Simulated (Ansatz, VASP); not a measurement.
# One calculation of TePb, two programs

```
Pb Te
1.0
     0.00000    3.23100    3.23100
     3.23100    0.00000    3.23100
     3.23100    3.23100    0.00000
Pb Te
1 1
Direct
  0.00000 0.00000 0.00000
  0.50000 0.50000 0.50000
```

Alike in both runs: task relaxation of cell and atoms; functional LDA; k mesh 7 × 7 × 7; occupations fermi-dirac, width 0.05 eV; no spin polarisation.

|  | VASP | Ansatz |
| --- | --- | --- |
| version | VASP 6.6.1 | Ansatz 0.2.0 |
| potentials or method | VASP PAW LDA potentials, release 64 (Pb_d, Te), cutoff 600 eV | all-electron LAPW, scalar-relativistic |

|  | VASP | Ansatz | Ansatz less VASP |
| --- | --- | --- | --- |
| relaxed volume (Å³/atom) | 32.52 | 32.49 | -0.038 |
| relaxed cell length with the largest relative difference (Å) | 4.514 | 4.512 | -0.0018 |

LDA's correlation is that of Perdew and Zunger in VASP and of Perdew and Wang (1992) in Ansatz. Ansatz ran all-electron here, and VASP with PAW potentials.

Neither program's run includes spin-orbit coupling.
